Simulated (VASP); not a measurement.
# AlNi (P4mm) in VASP: notebook, part 2 of 2

VASP 6.6.1. The steps go on from the part before.

### 4 Single point, PBE

This run uses another cell than the first one, of 13.03 Å³/atom, 1.162 times its volume.

INCAR reads:

```
SYSTEM = AlNi
PREC = Accurate
ENCUT = 520
EDIFF = 1E-6
ISMEAR = 0
SIGMA = 0.15
LREAL = .False.
LASPH = .True.
NELM = 80
ALGO = Normal
ISIF = 2
LWAVE = .False.
LCHARG = .False.
GGA = PE
NBANDS = 14
```

KPOINTS reads:

```
Automatic mesh
0
Gamma
  16 16 16
  0 0 0
```

POSCAR reads:

```
AlNi
1.0
    2.9650418750      0.0000000000      0.0000000000
    0.0000000000      2.9650418750      0.0000000000
    0.0000000000      0.0000000000      2.9650418750
Al Ni
1 1
Direct
    0.0000000000      0.0000000000     -0.0345694949
    0.5000000000      0.5000000000      0.5158917043
```

Potentials or basis: VASP PAW PBE potentials, release 64 (Al, Ni).

Launch:

```console
$ cat potpaw_PBE.64/Al/POTCAR potpaw_PBE.64/Ni/POTCAR > POTCAR
$ mpirun -np 1 vasp_std > vasp.out
```

OUTCAR:

```text
SYSTEM = AlNi
   PREC = Accurate
   ENCUT = 520
   EDIFF = 1E-6
   ISMEAR = 0
   LREAL = .False.
   LASPH = .True.
   NELM = 80
   ISIF = 2
   GGA = PE

 ion  position               nearest neighbor table
   1  0.000  0.000  0.965-   2 2.48   2 2.48   2 2.48   2 2.48   2 2.66   2 2.66   2 2.66   2 2.66

   2  0.500  0.500  0.516-   1 2.48   1 2.48   1 2.48   1 2.48   1 2.66   1 2.66   1 2.66   1 2.66

  LATTYP: Found a simple cubic cell.
 ALAT       =     2.9650418750

  Lattice vectors:

 A1 = (   2.9650418750,   0.0000000000,   0.0000000000)
 A2 = (   0.0000000000,   2.9650418750,   0.0000000000)
 A3 = (   0.0000000000,   0.0000000000,   2.9650418750)

Analysis of symmetry for initial positions (statically):
=====================================================================
 Subroutine PRICEL returns:
 Original cell was already a primitive cell.

 Routine SETGRP: Setting up the symmetry group for a
 simple cubic supercell.

 Subroutine GETGRP returns: Found  8 space group operations
 (whereof  8 operations were pure point group operations)
 out of a pool of 48 trial point group operations.

The static configuration has the point symmetry C_4v.

Analysis of symmetry for dynamics (positions and initial velocities):
=====================================================================
 Subroutine PRICEL returns:
 Original cell was already a primitive cell.

 Routine SETGRP: Setting up the symmetry group for a
 simple cubic supercell.

 Subroutine GETGRP returns: Found  8 space group operations
 (whereof  8 operations were pure point group operations)
 out of a pool of 48 trial point group operations.

The dynamic configuration has the point symmetry C_4v.

 Subroutine INISYM returns: Found  8 space group operations
 (whereof  8 operations are pure point group operations),
 and found     1 'primitive' translations

----------------------------------------------------------------------------------------

[... 121 lines left out ...]
   LEPSILON=     F    determine dielectric tensor
   LRPA    =     F    only Hartree local field effects (RPA)
 non-spin polarized calculation
 Gauss-broadening in eV      SIGMA  =   0.15
  energy-cutoff  :      520.00
  volume of cell :       26.07
 maximum number of plane-waves:       739
 NGX is ok and might be reduce to    24
   NGX = 11   NGY = 11   NGZ = 11

 number of electron      12.9999993 magnetization

 Free energy of the ion-electron system (eV)
  ---------------------------------------------------
  ext. energy  EPLUGINS =         0.00000000
  ---------------------------------------------------
  free energy    TOTEN  =       -10.43612619 eV

  energy without entropy =      -10.42667445  energy(sigma->0) =      -10.43140032

 E-fermi :   8.9276     XC(G=0): -11.6349

 val. band max:        8.9246494963   @ k =   0.0000   0.0000   0.3125
 cond. band min:       8.9316061132   @ k =   0.3750   0.3125   0.1250
 fundamental gap:      0.0069566169
 Fermi energy:         8.9276145625

 k-point     1 :       0.0000    0.0000    0.0000
  band No.  band energies     occupation
      1      -1.5931      2.00000
      2       6.0627      2.00000
      3       6.0803      2.00000
      4       7.5265      2.00000
      5       7.5442      2.00000
      6       7.5442      2.00000
      7      14.0806      0.00000
      8      14.0806      0.00000
      9      14.1119      0.00000
     10      16.7906      0.00000
     11      16.8025      0.00000
     12      21.0712      0.00000
     13      28.7111      0.00000
     14      28.8724      0.00000
[... 377 lines left out ...]
      1      -0.9211      2.00000
      2       5.9482      2.00000
      3       6.1975      2.00000
      4       7.2957      2.00000
      5       7.3106      2.00000
      6       7.5434      2.00000
      7      10.7791      0.00000
      8      14.0956      0.00000
      9      14.9381      0.00000
     10      17.3803      0.00000
     11      19.5362      0.00000
     12      23.5630      0.00000
     13      24.4269      0.00000
     14      25.1156      0.00000

 [... further k-points ...]

------------------------ aborting loop because EDIFF is reached ----------------------------------------

  FORCE on cell =-STRESS in cart. coord.  units (eV):
  Direction    XX          YY          ZZ          XY          YZ          ZX
  --------------------------------------------------------------------------------------
  -------------------------------------------------------------------------------------
  Total       -1.3924143     -1.3924143     -1.4901915      0.0000000      0.0000000     -0.0000000
  in kB      -85.5828146    -85.5828146    -91.5925534      0.0000000      0.0000000     -0.0000000
  external PRESSURE =     -87.5860609 kB  Pullay stress =       0.0000000 kB

 VOLUME and BASIS-vectors are now :
 -----------------------------------------------------------------------------
  energy-cutoff  :      520.00
  volume of cell :       26.07
      direct lattice vectors                 reciprocal lattice vectors
     2.965041875  0.000000000  0.000000000     0.337263365  0.000000000  0.000000000
     0.000000000  2.965041875  0.000000000     0.000000000  0.337263365  0.000000000
     0.000000000  0.000000000  2.965041875     0.000000000  0.000000000  0.337263365

 POSITION                                       TOTAL-FORCE (eV/Angst)
 -----------------------------------------------------------------------------------
      0.00000      0.00000      2.86254         0.000000      0.000000      0.620436
      1.48252      1.48252      1.52964        -0.000000      0.000000     -0.620436
 -----------------------------------------------------------------------------------
    total drift:                                0.000000      0.000000     -0.000458

  FREE ENERGIE OF THE ION-ELECTRON SYSTEM (eV)
  ---------------------------------------------------
  free  energy   TOTEN  =       -10.4361261876 eV

  energy  without entropy=      -10.4266744463  energy(sigma->0) =      -10.43140032
```

stdout:

```text
POSCAR found type information on POSCAR AlNi
 POSCAR found :  2 types and       2 ions
 scaLAPACK will be used
 LDA part: xc-table for (Slater+PW92), standard interpolation
 POSCAR, INCAR and KPOINTS ok, starting setup
 FFT: planning ... GRIDC
 FFT: planning ... GRID_SOFT
 FFT: planning ... GRID
 WAVECAR not read
 entering main loop
```

Wall time 2.7 min (1 thread of AMD EPYC 7R13, shared host); peak memory 0.24 GiB.

Results:

```
Free energy   : -10.4361 eV
Pressure      : -8.8 GPa
Largest force : 0.620 eV/Å
```

Forces in eV/Å, atoms in the order of the input:
```
Al   0.000  0.000  0.620
Ni   0.000  0.000 -0.620
```

Stress tensor (GPa, compression positive):
```
-8.56  0.00  0.00
 0.00 -8.56  0.00
 0.00  0.00 -9.16
```

Levels at points of the mesh, in eV from the Fermi level:
| k point | band 4 | band 5 | band 6 | band 7 | band 8 | band 9 | band 10 | band 11 |
| --- | --- | --- | --- | --- | --- | --- | --- | --- |
| (0.00, 0.00, 0.00) | -1.40 | -1.38 | -1.38 | 5.15 | 5.15 | 5.18 | 7.86 | 7.87 |
| (0.50, 0.00, 0.00) | -2.03 | -2.00 | -1.31 | -0.62 | 8.19 | 9.61 | 9.70 | 9.94 |
| (0.00, 0.00, 0.50) | -2.01 | -2.01 | -1.33 | -0.59 | 8.21 | 9.43 | 9.43 | 10.23 |
| (0.50, 0.50, 0.00) | -2.70 | -1.79 | -1.79 | -0.92 | 1.31 | 2.06 | 11.42 | 13.90 |
| (0.00, 0.50, 0.50) | -2.51 | -1.87 | -1.84 | -0.92 | 1.34 | 2.06 | 11.38 | 14.34 |
| (0.50, 0.50, 0.50) | -0.90 | -0.89 | 2.00 | 2.00 | 2.11 | 2.86 | 4.16 | 4.16 |

### 5 The runs side by side

```tsv
cell	gap on the mesh (eV)	pressure (GPa)	largest force (eV/Å)
a = 2.820 Å, 2 atoms	none	15.9	1.08
a = 2.941 Å, 2 atoms	none	-5.8	0.69
a = 2.965 Å, 2 atoms	none	-8.8	0.62
```

Alike in all rows: task single point; level PBE; potentials or basis VASP PAW PBE potentials, release 64 (Al, Ni); no spin polarisation; k mesh 16 × 16 × 16; cutoff (eV) 520; smearing gaussian 0.15 eV.

Caveats: forces of over 1 eV/Å act on the atoms, so gaps and moduli don't describe the material at rest (some runs).

Absolute energies hang on the potentials; compare differences alone.
